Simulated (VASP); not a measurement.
# Mg (P6_3/mmc) in VASP: notebook

Runs on Mg. Level: PBE. Tasks: single point, relaxation of cell and atoms.

Program: VASP 6.6.1. These are calculated values, not measurements. Logs are shortened: lines on timing, memory, paths and dates and some standing lists are left out, and cuts for length are marked.

**1. The cell of the first run**

Symmetry: P6_3/mmc, No. 194, hexagonal system. The conventional cell has a = 3.841 Å, b = 3.841 Å, c = 12.545 Å, α = 90.00°, β = 90.00°, γ = 120.00°. Within 3.1 Å of Mg (site symmetry 3m) lie 4 Mg at 2.35 Å. Mg (site symmetry 3m) has 4 Mg at 2.35 Å within 3.1 Å.

**2. Single point, PBE**

INCAR reads:

```
  PREC = Accurate
  ENCUT = 520
  EDIFF = 1E-6
  ISMEAR = 0
  SIGMA = 0.1
  LREAL = False
  LASPH = True
  NELM = 60
  ALGO = Normal
  ISIF = 2
  LWAVE = False
  LCHARG = True
  GGA = PE
  LELF = True
  LVHAR = True
  NBANDS = 18
```

KPOINTS reads:

```
regular mesh
0
Gamma
  6 6 2
```

POSCAR reads:

```
Mg
1.0
    3.8409925544      0.0000000000      0.0000000000
   -1.9204962771      3.3263971278      0.0000000000
    0.0000000000      0.0000000000     12.5445677324
Mg
8
Direct
    0.0000000000      0.0000000000      0.0937500000
    0.0000000000      0.0000000000      0.5937500000
    0.0000000000      0.0000000000      0.4062500000
    0.0000000000      0.0000000000      0.9062500000
    0.3333333333      0.6666666667      0.1562500000
    0.6666666667      0.3333333333      0.6562500000
    0.3333333333      0.6666666667      0.3437500000
    0.6666666667      0.3333333333      0.8437500000
```

Potentials or basis: VASP PAW PBE potentials, release 64 (Mg).

Launch:

```
$ cat potpaw_PBE.64/Mg/POTCAR > POTCAR
$ mpirun -np 1 vasp_std > vasp.out
```

OUTCAR:

```text
PREC = Accurate
   ENCUT = 520
   EDIFF = 1E-6
   ISMEAR = 0
   LREAL = False
   LASPH = True
   NELM = 60
   ISIF = 2
   GGA = PE

 ion  position               nearest neighbor table
   1  0.000  0.000  0.094-   4 2.35   5 2.35   5 2.35   5 2.35
   2  0.000  0.000  0.594-   3 2.35   6 2.35   6 2.35   6 2.35
   3  0.000  0.000  0.406-   2 2.35   7 2.35   7 2.35   7 2.35
   4  0.000  0.000  0.906-   1 2.35   8 2.35   8 2.35   8 2.35
   5  0.333  0.667  0.156-   7 2.35   1 2.35   1 2.35   1 2.35
   6  0.667  0.333  0.656-   8 2.35   2 2.35   2 2.35   2 2.35
   7  0.333  0.667  0.344-   5 2.35   3 2.35   3 2.35   3 2.35
   8  0.667  0.333  0.844-   6 2.35   4 2.35   4 2.35   4 2.35

  LATTYP: Found a hexagonal cell.
 ALAT       =     3.8409925544
 C/A-ratio  =     3.2659703331

  Lattice vectors:

 A1 = (   3.8409925544,   0.0000000000,   0.0000000000)
 A2 = (  -1.9204962771,   3.3263971278,   0.0000000000)
 A3 = (   0.0000000000,   0.0000000000,  12.5445677324)

Analysis of symmetry for initial positions (statically):
=====================================================================
 Subroutine PRICEL returns:
 Original cell was already a primitive cell.

 Routine SETGRP: Setting up the symmetry group for a
 hexagonal supercell.

 Subroutine GETGRP returns: Found 24 space group operations
 (whereof 12 operations were pure point group operations)
 out of a pool of 24 trial point group operations.

The static configuration has the point symmetry D_3d.
 The point group associated with its full space group is D_6h.

Analysis of symmetry for dynamics (positions and initial velocities):
=====================================================================
 Subroutine PRICEL returns:
 Original cell was already a primitive cell.

 Routine SETGRP: Setting up the symmetry group for a
 hexagonal supercell.

 Subroutine GETGRP returns: Found 24 space group operations
 (whereof 12 operations were pure point group operations)
 out of a pool of 24 trial point group operations.

The dynamic configuration has the point symmetry D_3d.
 The point group associated with its full space group is D_6h.

 Subroutine INISYM returns: Found 24 space group operations
 (whereof 12 operations are pure point group operations),
 and found     1 'primitive' translations

[... 97 lines left out ...]
   EDIFFG = 0.1E-04   stopping-criterion for IOM
   NSW    =      0    number of steps for IOM
   IBRION =     -1    ionic relax: 0-MD 1-quasi-New 2-CG
   NFREE  =      0    steps in history (QN), initial steepest desc. (CG)
   ISIF   =      2    stress and relaxation
   ISYM   =      2    0-nonsym 1-usesym 2-fastsym
   POTIM  = 0.5000    time-step for ionic-motion
   TEBEG  =    0.0;   TEEND  =   0.0 temperature during run
   PSTRESS=    0.0 pullay stress
   NELECT =      16.0000    total number of electrons
   NUPDOWN=      -1.0000    fix difference up-down
   EMIN   =  10.00;   EMAX   =-10.00  energy-range for DOS
   EFERMI =   0.00;   METHOD = LEGACY
   ISMEAR =     0;   SIGMA  =   0.10  broadening in eV -4-tet -1-fermi 0-gaus
   EFERMI_NEDOS =   21; number of points for ismear=-14 and -15
   IALGO  =     38    algorithm
   IMIX   =      4    mixing-type and parameters
     AMIX     =   0.40;   BMIX     =  1.00
     AMIX_MAG =   1.60;   BMIX_MAG =  1.00
  volume/ion in A,a.u.               =      20.03       135.20
  Fermi-wavevector in a.u.,A,eV,Ry     =   0.759435  1.435123  7.847037  0.576741
  Thomas-Fermi vector in A             =   1.858228
   LORBIT       =      0    0 simple, 1 ext, 2 COOP (PROOUT), +10 PAW based schemes
   GGA     = PE    functional components
   LHFCALC =     F    Hartree Fock is set to
   AEXX    =    0.0000 exact exchange contribution
   IVDW    =     0    specifies the selected vdW correction
   LEPSILON=     F    determine dielectric tensor
   LRPA    =     F    only Hartree local field effects (RPA)
 non-spin polarized calculation
 Gauss-broadening in eV      SIGMA  =   0.10
  energy-cutoff  :      520.00
  volume of cell :      160.28
 maximum number of plane-waves:      4353
 NGX is ok and might be reduce to    30
   NGX = 15   NGY = 15   NGZ = 47

 number of electron      16.0000000 magnetization

 Free energy of the ion-electron system (eV)
  ---------------------------------------------------
  ext. energy  EPLUGINS =         0.00000000
  ---------------------------------------------------
  free energy    TOTEN  =         2.53193293 eV

  energy without entropy =        2.54690001  energy(sigma->0) =        2.53941647

 E-fermi :   3.3613     XC(G=0):  -8.8249

 val. band max:        3.1895343738   @ k =   0.1667   0.1667   0.0000
 cond. band min:       3.3687224536   @ k =   0.1667   0.1667   0.5000
 fundamental gap:      0.1791880798
 Fermi energy:         3.3612892298

 k-point     1 :       0.0000    0.0000    0.0000
  band No.  band energies     occupation
      1      -4.2009      2.00000
      2      -3.2579      2.00000
      3      -3.2478      2.00000
      4      -0.7581      2.00000
      5      -0.1486      2.00000
      6       3.9359      0.00000
[... 271 lines left out ...]
      5       0.8706      2.00000
      6       0.8706      2.00000
[... 10 lines left out ...]
     17       6.5959      0.00000
     18       6.5959      0.00000

------------------------ aborting loop because EDIFF is reached ----------------------------------------

  FORCE on cell =-STRESS in cart. coord.  units (eV):
  Direction    XX          YY          ZZ          XY          YZ          ZX
  --------------------------------------------------------------------------------------
  -------------------------------------------------------------------------------------
  Total       29.0769671     29.0769671     27.9299715      0.0000000     -0.0000000     -0.0000000
  in kB      290.6607727    290.6607727    279.1951127      0.0000000     -0.0000000     -0.0000000
  external PRESSURE =     286.8388860 kB  Pullay stress =       0.0000000 kB

 VOLUME and BASIS-vectors are now :
 -----------------------------------------------------------------------------
  energy-cutoff  :      520.00
  volume of cell :      160.28
      direct lattice vectors                 reciprocal lattice vectors
     3.840992554  0.000000000  0.000000000     0.260349372  0.150312780  0.000000000
    -1.920496277  3.326397128  0.000000000     0.000000000  0.300625560  0.000000000
     0.000000000  0.000000000 12.544567732     0.000000000  0.000000000  0.079715780

 POSITION                                       TOTAL-FORCE (eV/Angst)
 -----------------------------------------------------------------------------------
      0.00000      0.00000      1.17605        -0.000000      0.000000      0.047486
      0.00000      0.00000      7.44834         0.000000     -0.000000      0.047486
      0.00000      0.00000      5.09623        -0.000000      0.000000     -0.047486
      0.00000      0.00000     11.36851         0.000000     -0.000000     -0.047486
     -0.00000      2.21760      1.96009        -0.000000      0.000000      0.022021
      1.92050      1.10880      8.23237         0.000000     -0.000000      0.022021
     -0.00000      2.21760      4.31220        -0.000000      0.000000     -0.022021
      1.92050      1.10880     10.58448         0.000000     -0.000000     -0.022021
 -----------------------------------------------------------------------------------
    total drift:                                0.000000     -0.000000     -0.000000

  FREE ENERGIE OF THE ION-ELECTRON SYSTEM (eV)
  ---------------------------------------------------
  free  energy   TOTEN  =         2.5319329258 eV

  energy  without entropy=        2.5469000099  energy(sigma->0) =        2.53941647
```

OSZICAR:

```text
N       E                     dE             d eps       ncg     rms          rms(c)
DAV:   1     0.260519826233E+02    0.26052E+02   -0.46051E+03   504   0.653E+02
DAV:   2     0.324234643694E+01   -0.22810E+02   -0.21496E+02   618   0.757E+01
DAV:   3     0.236133463168E+01   -0.88101E+00   -0.85698E+00   694   0.120E+01
DAV:   4     0.235150351878E+01   -0.98311E-02   -0.98156E-02   614   0.133E+00
DAV:   5     0.235139472300E+01   -0.10880E-03   -0.10879E-03   658   0.167E-01    0.128E+00
DAV:   6     0.246303111381E+01    0.11164E+00   -0.14352E-02   606   0.460E-01    0.806E-01
DAV:   7     0.253199646083E+01    0.68965E-01   -0.43589E-02   592   0.780E-01    0.647E-02
DAV:   8     0.253193275802E+01   -0.63703E-04   -0.12041E-03   624   0.161E-01    0.110E-02
DAV:   9     0.253193311913E+01    0.36111E-06   -0.14738E-05   642   0.184E-02    0.366E-03
DAV:  10     0.253193292585E+01   -0.19328E-06   -0.83927E-07   392   0.446E-03
   1 F= 0.25319329E+01 E0= 0.25394165E+01  d E =-.149671E-01
```

stdout:

```text
POSCAR found type information on POSCAR Mg
 POSCAR found :  1 types and       8 ions
 scaLAPACK will be used
 LDA part: xc-table for (Slater+PW92), standard interpolation
 POSCAR, INCAR and KPOINTS ok, starting setup
 FFT: planning ... GRIDC
 FFT: planning ... GRID_SOFT
 FFT: planning ... GRID
 WAVECAR not read
 entering main loop
```

Wall time 25 s (1 thread of AMD EPYC 9R45 (Zen 5), shared host); peak memory 0.23 GiB.

What came out:

```yaml
Free_energy: 2.5319 eV
Pressure: 28.7 GPa
Largest_force: 0.047 eV/Å
Band_gap_on_the_k_mesh: zero (bands 8 and 9 overlap by 5.85 eV)
```

Forces on the atoms (eV/Å):
```
Mg   0.000  0.000  0.047
Mg   0.000  0.000  0.047
Mg   0.000  0.000 -0.047
Mg   0.000  0.000 -0.047
Mg   0.000  0.000  0.022
Mg   0.000  0.000  0.022
Mg   0.000  0.000 -0.022
Mg   0.000  0.000 -0.022
```

Levels at points of the mesh, in eV from the Fermi level:
| k point | band 5 | band 6 | band 7 | band 8 | band 9 | band 10 | band 11 | band 12 |
| --- | --- | --- | --- | --- | --- | --- | --- | --- |
| (0.00, 0.00, 0.00) | -3.51 | 0.57 | 0.61 | 3.88 | 3.88 | 4.21 | 4.21 | 4.69 |
| (0.50, 0.00, 0.00) | -3.19 | -3.11 | -0.91 | -0.83 | -0.65 | -0.19 | 1.46 | 2.24 |
| (0.00, 0.00, 0.50) | -1.77 | -1.77 | 3.19 | 3.19 | 4.02 | 4.02 | 4.02 | 4.02 |
| (0.50, 0.00, 0.50) | -2.32 | -2.32 | -2.06 | -2.06 | 1.01 | 1.01 | 1.60 | 1.60 |

Caveat: the cell stands under pressure.

**3. Relaxation of cell and atoms, PBE**

INCAR reads:

```
  PREC = Accurate
  ENCUT = 600
  EDIFF = 1E-6
  ISMEAR = 0
  SIGMA = 0.1
  LREAL = F
  LASPH = T
  NELM = 60
  ALGO = Fast
  ISIF = 3
  LWAVE = F
  LCHARG = F
  GGA = PE
  IBRION = 2
  NSW = 90
  EDIFFG = -0.04
```

KPOINTS reads:

```
Automatic mesh
0
Gamma
  6 6 2
```

POSCAR is that of step 2.

Potentials or basis: VASP PAW PBE potentials, release 64 (Mg).

Launch:

```
$ cat potpaw_PBE.64/Mg/POTCAR > POTCAR
$ mpirun -np 1 vasp_std > vasp.out
```

It took 16 min on 1 thread of AMD EPYC 9R45 (Zen 5), shared host; peak memory 0.3 GiB.

The run converged. Its results:

```
Free energy                           : -9.0828 eV
Relaxed volume                        : 32.17 Å³/atom
Relaxed cell                          : a = 5.029 Å, b = 5.029 Å, c = 11.750 Å, α = 90.00°, β = 90.00°, γ = 120.00°
Space group after relaxing (to 0.1 Å) : P6_3/mmc (No. 194)
Pressure after relaxing               : -0.1 GPa
Largest force after relaxing          : 0.026 eV/Å
Band gap on the k mesh                : zero (bands 8 and 9 overlap by 1.69 eV)
```

Forces on the atoms (eV/Å):
```
Mg   0.000  0.000 -0.013
Mg   0.000  0.000 -0.013
Mg   0.000  0.000  0.013
Mg   0.000  0.000  0.013
Mg   0.000  0.000 -0.026
Mg   0.000  0.000 -0.026
Mg   0.000  0.000  0.026
Mg   0.000  0.000  0.026
```

Stress tensor (GPa, compression positive):
```
-0.11  0.00  0.00
 0.00 -0.11  0.00
 0.00  0.00 -0.20
```

Final structure:
```xyz
8
Lattice="5.0293 0.0000 0.0000 -2.5147 4.3555 0.0000 0.0000 0.0000 11.7495" Properties=species:S:1:pos:R:3 pbc="T T T"
Mg    0.0000    0.0000    1.4593
Mg    0.0000    0.0000    7.3340
Mg    0.0000    0.0000    4.4155
Mg    0.0000    0.0000   10.2903
Mg    0.0000    2.9037    0.0969
Mg    2.5147    1.4518    5.9717
Mg    0.0000    2.9037    5.7778
Mg    2.5147    1.4518   11.6526
```

Levels at points of the mesh, in eV from the Fermi level:
```csv
k point,band 5,band 6,band 7,band 8,band 9,band 10,band 11,band 12
"(0.00, 0.00, 0.00)",-0.92,1.03,1.03,1.34,1.34,1.40,1.40,2.30
"(0.50, 0.00, 0.00)",-2.07,-0.81,-0.59,-0.34,-0.12,0.56,0.58,0.62
"(0.00, 0.00, 0.50)",1.02,1.02,1.17,1.17,1.17,1.17,1.48,1.48
"(0.50, 0.00, 0.50)",-1.34,-1.34,-0.48,-0.48,-0.23,-0.23,0.48,0.48
```

Caveat: the volume moved by over 15 % at a fixed basis, so the end points are rough.

The gap in the log of VASP goes by the Fermi energy; the results here count the filled bands.